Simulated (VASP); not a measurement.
# Al2Pt in VASP: notebook

Al2Pt is run at these levels: PBEsol; tasks: single point.

Program: VASP 6.6.1. These are calculated values, not measurements. Logs are shortened: lines on timing, memory, paths and dates and some standing lists are left out, and cuts for length are marked.

### 1 The cell of the first run

The structure is tetragonal, space group I4/mmm (No. 139). The conventional cell has a = 4.169 Å, b = 4.169 Å, c = 6.162 Å, α = 90.00°, β = 90.00°, γ = 90.00°. Within 3.4 Å of Al (site symmetry -4m2) lie 4 Pt at 2.59 Å and 6 Al at 2.95 to 3.08 Å. Within 3.4 Å of Pt (site symmetry 4/mmm) lie 8 Al at 2.59 Å.

### 2 Single point, PBEsol (strain along c alone, the other axes held: +4.5 %)

The input, INCAR:

```
ALGO = Fast
EDIFF = 1E-7
ENCUT = 520
GGA = PS
ISIF = 2
ISMEAR = 0
LASPH = T
LCHARG = F
LREAL = F
LWAVE = F
NBANDS = 25
NELM = 80
PREC = Accurate
SIGMA = 0.1
```

The input, KPOINTS:

```
k-points
0
Gamma
  8 8 6
```

The input, POSCAR:

```
Al2Pt
1.0
    2.9482572945      2.9482572945      0.0000000000
   -2.9482572945      2.9482572945      0.0000000000
    0.0000000000      0.0000000000      6.1618577456
Al Pt
4 2
Direct
    0.0000000000      0.5000000000      0.7500000000
    0.5000000000      0.0000000000      0.7500000000
    0.5000000000      0.0000000000      0.2500000000
    0.0000000000      0.5000000000      0.2500000000
    0.0000000000      0.0000000000      0.0000000000
    0.5000000000      0.5000000000      0.5000000000
```

Potentials or basis: VASP PAW PBE potentials, release 64 (Al, Pt).

On the command line:

```
$ cat potpaw_PBE.64/Al/POTCAR potpaw_PBE.64/Pt/POTCAR > POTCAR
$ mpirun -np 1 vasp_std > vasp.out
```

OUTCAR:

```text
EDIFF = 1E-7
   ENCUT = 520
   GGA = PS
   ISIF = 2
   ISMEAR = 0
   LASPH = T
   LREAL = F
   NELM = 80
   PREC = Accurate

 ion  position               nearest neighbor table
   1  0.000  0.500  0.750-   5 2.59   6 2.59   5 2.59   6 2.59   2 2.95   2 2.95   2 2.95   2 2.95
                             4 3.08   4 3.08
   2  0.500  0.000  0.750-   5 2.59   6 2.59   6 2.59   5 2.59   1 2.95   1 2.95   1 2.95   1 2.95
                             3 3.08   3 3.08
   3  0.500  0.000  0.250-   5 2.59   6 2.59   6 2.59   5 2.59   4 2.95   4 2.95   4 2.95   4 2.95
                             2 3.08   2 3.08
   4  0.000  0.500  0.250-   5 2.59   6 2.59   5 2.59   6 2.59   3 2.95   3 2.95   3 2.95   3 2.95
                             1 3.08   1 3.08
   5  0.000  0.000  0.000-   1 2.59   2 2.59   3 2.59   4 2.59   1 2.59   4 2.59   2 2.59   3 2.59

   6  0.500  0.500  0.500-   1 2.59   2 2.59   3 2.59   4 2.59   2 2.59   3 2.59   1 2.59   4 2.59

  LATTYP: Found a simple tetragonal cell.
 ALAT       =     4.1694654512
 C/A-ratio  =     1.4778531727

  Lattice vectors:

 A1 = (   2.9482572945,   2.9482572945,   0.0000000000)
 A2 = (  -2.9482572945,   2.9482572945,   0.0000000000)
 A3 = (   0.0000000000,   0.0000000000,   6.1618577456)

Analysis of symmetry for initial positions (statically):
=====================================================================
 Subroutine PRICEL returns following result:

  LATTYP: Found a body centered tetragonal cell.
 ALAT       =     4.1694654512
 C/A-ratio  =     1.4778531727

  Lattice vectors:

 A1 = (   2.9482572945,   0.0000000000,  -3.0809288728)
 A2 = (  -2.9482572945,   0.0000000000,  -3.0809288728)
 A3 = (   0.0000000000,   2.9482572945,   3.0809288728)

   2 primitive cells build up your supercell.

 Routine SETGRP: Setting up the symmetry group for a
 simple tetragonal supercell.

 Subroutine GETGRP returns: Found 16 space group operations
 (whereof 16 operations were pure point group operations)
 out of a pool of 16 trial point group operations.

The static configuration has the point symmetry D_4h.

Analysis of symmetry for dynamics (positions and initial velocities):
=====================================================================
 Subroutine PRICEL returns following result:

  LATTYP: Found a body centered tetragonal cell.
 ALAT       =     4.1694654512
 C/A-ratio  =     1.4778531727

  Lattice vectors:

 A1 = (   2.9482572945,   0.0000000000,  -3.0809288728)
 A2 = (  -2.9482572945,   0.0000000000,  -3.0809288728)
 A3 = (   0.0000000000,   2.9482572945,   3.0809288728)

   2 primitive cells build up your supercell.

 Routine SETGRP: Setting up the symmetry group for a
 simple tetragonal supercell.

 Subroutine GETGRP returns: Found 16 space group operations
 (whereof 16 operations were pure point group operations)
 out of a pool of 16 trial point group operations.

The dynamic configuration has the point symmetry D_4h.

 Subroutine INISYM returns: Found 16 space group operations
 (whereof 16 operations are pure point group operations),
 and found     2 'primitive' translations

----------------------------------------------------------------------------------------

                                     Primitive cell

  volume of cell :      53.5602

  direct lattice vectors                    reciprocal lattice vectors
     2.948257294  0.000000000 -3.080928873     0.169591711  0.169591711 -0.162288719
    -2.948257294  0.000000000 -3.080928873    -0.169591711  0.169591711 -0.162288719
     0.000000000  2.948257294  3.080928873     0.000000000  0.339183423  0.000000000

  length of vectors
     4.264310471  4.264310471  4.264310471     0.289586473  0.289586473  0.339183423

  position of ions in fractional coordinates (direct lattice)
     0.250000000  0.750000000  0.500000000
     0.750000000  0.250000000  0.500000000
     0.000000000  0.000000000  0.000000000

  ion indices of the primitive-cell ions
   primitive index   ion index
                 1           1
                 2           4
                 3           5

----------------------------------------------------------------------------------------

 KPOINTS: k-points

Automatic generation of k-mesh.
 Grid dimensions read from file:
 generate k-points for:    8    8    6

 Generating k-lattice:

  Cartesian coordinates                     Fractional coordinates (reciprocal lattice)
     0.021198964  0.021198964  0.000000000     0.125000000  0.000000000  0.000000000
    -0.021198964  0.021198964  0.000000000     0.000000000  0.125000000  0.000000000
     0.000000000  0.000000000  0.027048120     0.000000000  0.000000000  0.166666667

  Length of vectors
     0.029979862  0.029979862  0.027048120

  Shift w.r.t. Gamma in fractional coordinates (k-lattice)
     0.000000000  0.000000000  0.000000000

 Subroutine IBZKPT returns following result:
 ===========================================

 Found     60 irreducible k-points:

 Following reciprocal coordinates:
            Coordinates               Weight
  0.000000  0.000000  0.000000      1.000000
  0.125000  0.000000  0.000000      4.000000
  0.250000  0.000000  0.000000      4.000000
  0.375000  0.000000  0.000000      4.000000
  0.500000  0.000000  0.000000      2.000000
  0.125000  0.125000  0.000000      4.000000
[... 16 lines left out ...]
  0.375000  0.125000  0.166667     16.000000
  0.500000  0.125000  0.166667      8.000000
 [... further k-points ...]
   k-points           NKPTS =     60   k-points in BZ     NKDIM =     60   number of bands    NBANDS=     25
   number of dos      NEDOS =    301   number of ions     NIONS =      6
   total plane-waves  NPLWV =  49152
   dimension x,y,z NGX =    32 NGY =   32 NGZ =   48
   dimension x,y,z NGXF=    64 NGYF=   64 NGZF=   96
   ions per type =               4   2
   NGX,Y,Z   is equivalent  to a cutoff of  12.76, 12.76, 12.95 a.u.
   NGXF,Y,Z  is equivalent  to a cutoff of  25.52, 25.52, 25.90 a.u.
 SYSTEM =  unknown system
   PREC   = accura    normal or accurate (medium, high low for compatibility)
   ISTART =      0    job   : 0-new  1-cont  2-samecut
   ICHARG =      2    charge: 1-file 2-atom 10-const
   ISPIN  =      1    spin polarized calculation?
   LNONCOLLINEAR =      F non collinear calculations
   LSORBIT =      F    spin-orbit coupling
   LASPH  =      T    aspherical Exc in radial PAW
   ENCUT  =  520.0 eV  38.22 Ry    6.18 a.u.   7.75  7.75 11.46*2*pi/ulx,y,z
   NELM   =     80;   NELMIN=  2; NELMDL= -5     # of ELM steps
   EDIFF  = 0.1E-06   stopping-criterion for ELM
   LREAL  =      F    real-space projection
   EDIFFG = 0.1E-05   stopping-criterion for IOM
   NSW    =      0    number of steps for IOM
   IBRION =     -1    ionic relax: 0-MD 1-quasi-New 2-CG
   NFREE  =      0    steps in history (QN), initial steepest desc. (CG)
   ISIF   =      2    stress and relaxation
   ISYM   =      2    0-nonsym 1-usesym 2-fastsym
   POTIM  = 0.5000    time-step for ionic-motion
   TEBEG  =    0.0;   TEEND  =   0.0 temperature during run
   PSTRESS=    0.0 pullay stress
   NELECT =      32.0000    total number of electrons
   NUPDOWN=      -1.0000    fix difference up-down
   EMIN   =  10.00;   EMAX   =-10.00  energy-range for DOS
   EFERMI =   0.00;   METHOD = LEGACY
   ISMEAR =     0;   SIGMA  =   0.10  broadening in eV -4-tet -1-fermi 0-gaus
   EFERMI_NEDOS =   21; number of points for ismear=-14 and -15
   IALGO  =     68    algorithm
   IMIX   =      4    mixing-type and parameters
     AMIX     =   0.40;   BMIX     =  1.00
     AMIX_MAG =   1.60;   BMIX_MAG =  1.00
  volume/ion in A,a.u.               =      17.85       120.48
  Fermi-wavevector in a.u.,A,eV,Ry     =   1.094378  2.068075 16.295197  1.197663
  Thomas-Fermi vector in A             =   2.230682
   LORBIT       =      0    0 simple, 1 ext, 2 COOP (PROOUT), +10 PAW based schemes
   GGA     = PS    functional components
   LHFCALC =     F    Hartree Fock is set to
   AEXX    =    0.0000 exact exchange contribution
   IVDW    =     0    specifies the selected vdW correction
   LEPSILON=     F    determine dielectric tensor
   LRPA    =     F    only Hartree local field effects (RPA)
 non-spin polarized calculation
 RMM-DIIS sequential band-by-band and
 Gauss-broadening in eV      SIGMA  =   0.10
  energy-cutoff  :      520.00
  volume of cell :      107.12
 maximum number of plane-waves:      2906
 NGX is ok and might be reduce to    32

 number of electron      32.0000000 magnetization

 Free energy of the ion-electron system (eV)
  ---------------------------------------------------
  ext. energy  EPLUGINS =         0.00000000
  ---------------------------------------------------
  free energy    TOTEN  =       -35.42272239 eV

  energy without entropy =      -35.40953497  energy(sigma->0) =      -35.41612868

 E-fermi :   7.3744     XC(G=0): -10.6514

 val. band max:        7.3554502632   @ k =   0.1250   0.1250   0.3333
 cond. band min:       7.4018460996   @ k =   0.3750   0.1250   0.1667
 fundamental gap:      0.0463958365
 Fermi energy:         7.3744039746

 k-point     1 :       0.0000    0.0000    0.0000
  band No.  band energies     occupation
      1      -2.6200      2.00000
      2       1.2547      2.00000
      3       1.3147      2.00000
      4       1.6323      2.00000
      5       2.4843      2.00000
      6       2.4843      2.00000
[... 17 lines left out ...]
     24      12.7401      0.00000
     25      13.0012      0.00000

 k-point     2 :       0.1250    0.0000    0.0000
  band No.  band energies     occupation
      1      -2.4771      2.00000
      2       1.3127      2.00000
      3       1.3544      2.00000
      4       1.6537      2.00000
      5       2.3847      2.00000
      6       2.5311      2.00000
[... 17 lines left out ...]
     24      13.3977      0.00000
     25      13.4951      0.00000

 k-point     3 :       0.2500    0.0000    0.0000
  band No.  band energies     occupation
      1      -2.0561      2.00000
      2       1.1776      2.00000
      3       1.3317      2.00000
      4       2.0108      2.00000
      5       2.1370      2.00000
      6       2.6647      2.00000
[... 552 lines left out ...]
 k-point    23 :       0.3750    0.1250    0.1667
  band No.  band energies     occupation
      1      -1.1470      2.00000
      2       0.4249      2.00000
      3       1.4110      2.00000
      4       1.7733      2.00000
      5       2.6115      2.00000
      6       2.8352      2.00000
[... 17 lines left out ...]
     24      13.5236      0.00000
     25      13.6417      0.00000

 k-point    24 :       0.5000    0.1250    0.1667
  band No.  band energies     occupation
      1      -0.3240      2.00000
      2      -0.3240      2.00000
      3       1.5250      2.00000
      4       1.5250      2.00000
      5       2.7488      2.00000
      6       2.7488      2.00000
[... 17 lines left out ...]
     24      13.5798      0.00000
     25      14.0525      0.00000

 [... further k-points ...]
[... 5 lines left out ...]
  --------------------------------------------------------------------------------------
  -------------------------------------------------------------------------------------
  Total       -3.1173280     -3.1173280     -5.0167775      0.0000000      0.0000000      0.0000000
  in kB      -46.6251941    -46.6251941    -75.0348459      0.0000000      0.0000000      0.0000000
  external PRESSURE =     -56.0950780 kB  Pullay stress =       0.0000000 kB

 VOLUME and BASIS-vectors are now :
 -----------------------------------------------------------------------------
  energy-cutoff  :      520.00
  volume of cell :      107.12
      direct lattice vectors                 reciprocal lattice vectors
     2.948257294  2.948257294  0.000000000     0.169591711  0.169591711  0.000000000
    -2.948257294  2.948257294  0.000000000    -0.169591711  0.169591711  0.000000000
     0.000000000  0.000000000  6.161857746     0.000000000  0.000000000  0.162288719

 POSITION                                       TOTAL-FORCE (eV/Angst)
 -----------------------------------------------------------------------------------
     -1.47413      1.47413      4.62139         0.000000      0.000000      0.000000
      1.47413      1.47413      4.62139         0.000000      0.000000      0.000000
      1.47413      1.47413      1.54046         0.000000      0.000000      0.000000
     -1.47413      1.47413      1.54046         0.000000      0.000000      0.000000
      0.00000      0.00000      0.00000         0.000000     -0.000000      0.000000
      0.00000      2.94826      3.08093        -0.000000     -0.000000     -0.000000
 -----------------------------------------------------------------------------------
    total drift:                               -0.000000      0.000000     -0.000000

  FREE ENERGIE OF THE ION-ELECTRON SYSTEM (eV)
  ---------------------------------------------------
  free  energy   TOTEN  =       -35.4227223852 eV

  energy  without entropy=      -35.4095349667  energy(sigma->0) =      -35.41612868
```

Run time: 99 s. Hardware: 1 thread of AMD EPYC 9R14 (Zen 4), shared host; peak memory 0.27 GiB.

Results:

```yaml
Free_energy: -35.4227 eV
Pressure: -5.6 GPa
Band_gap_on_the_k_mesh: zero (band 16 reaches 10.14 eV, above the bottom of band 17 at 5.88 eV)
```

Levels at points of the mesh, in eV from the Fermi level:
```tsv
k point	band 14	band 15	band 16	band 17	band 18	band 19
(0.00, 0.00, 0.00)	-1.39	-1.39	2.71	3.20	3.41	3.52
(0.50, 0.00, 0.00)	-2.35	-1.49	-1.49	1.44	1.44	3.84
(0.50, 0.50, 0.00)	-3.06	-1.79	-1.79	-1.46	-1.46	2.74
(0.00, 0.00, 0.50)	-0.40	0.58	0.58	0.58	0.58	3.02
(0.50, 0.00, 0.50)	-3.31	0.82	0.82	1.16	1.16	3.68
(0.50, 0.50, 0.50)	-2.70	-2.70	-2.70	-0.98	-0.98	4.84
```

Caveat: the cell differs from its parent crystal (strain along c alone, the other axes held: +4.5 %); the PAW data sets were made with another functional, which shifts forces and pressure a little; spin-orbit coupling is left out, which moves the levels of the heavy elements.

### 3 Single point, PBEsol

This run uses another cell than the first one: it holds 3 atoms, not 6.

The input, INCAR:

```
SYSTEM = Al2Pt
ALGO = Normal
EDIFF = 1E-7
ENCUT = 520
GGA = PS
ISIF = 2
ISMEAR = 0
LASPH = .True.
LCHARG = .False.
LREAL = .False.
LWAVE = .False.
NBANDS = 15
NELM = 100
PREC = Accurate
SIGMA = 0.1
```

The input, KPOINTS:

```
k-points
0
Gamma
  12 12 12
  0 0 0
```

The input, POSCAR:

```
Al2Pt
1.0
    0.0000000000      2.8768446787      2.8768446787
    2.8768446787      0.0000000000      2.8768446787
    2.8768446787      2.8768446787      0.0000000000
Al Pt
2 1
Direct
    0.2500000000      0.2500000000      0.2500000000
    0.7500000000      0.7500000000      0.7500000000
    0.0000000000      0.0000000000      0.0000000000
```

Potentials or basis: VASP PAW PBE potentials, release 64 (Al, Pt).

On the command line:

```
$ cat potpaw_PBE.64/Al/POTCAR potpaw_PBE.64/Pt/POTCAR > POTCAR
$ mpirun -np 1 vasp_std > vasp.out
```

Wall time 50 s (1 thread of Intel Xeon Platinum 8375C at 2.90GHz (Ice Lake), shared host); peak memory 0.19 GiB.

The run converged. Its results:

```
Free energy            : -17.6392 eV
Pressure               : 12.0 GPa
Band gap on the k mesh : zero (band 8 reaches 12.63 eV, above the bottom of band 9 at 7.01 eV)
```

Levels at points of the mesh, in eV from the Fermi level:
| k point | band 6 | band 7 | band 8 | band 9 | band 10 | band 11 |
| --- | --- | --- | --- | --- | --- | --- |
| (0.00, 0.00, 0.00) | -4.08 | 3.59 | 3.82 | 3.82 | 3.82 | 5.87 |
| (0.50, 0.00, 0.00) | -3.81 | -3.81 | 1.00 | 1.00 | 3.86 | 5.48 |
| (0.50, 0.50, 0.00) | -3.71 | -3.50 | -1.79 | -1.79 | 3.42 | 3.72 |

Caveat: the PAW data sets were made with another functional, which shifts forces and pressure a little; spin-orbit coupling is left out, which moves the levels of the heavy elements.

(Part 1 of 2 ends here.)
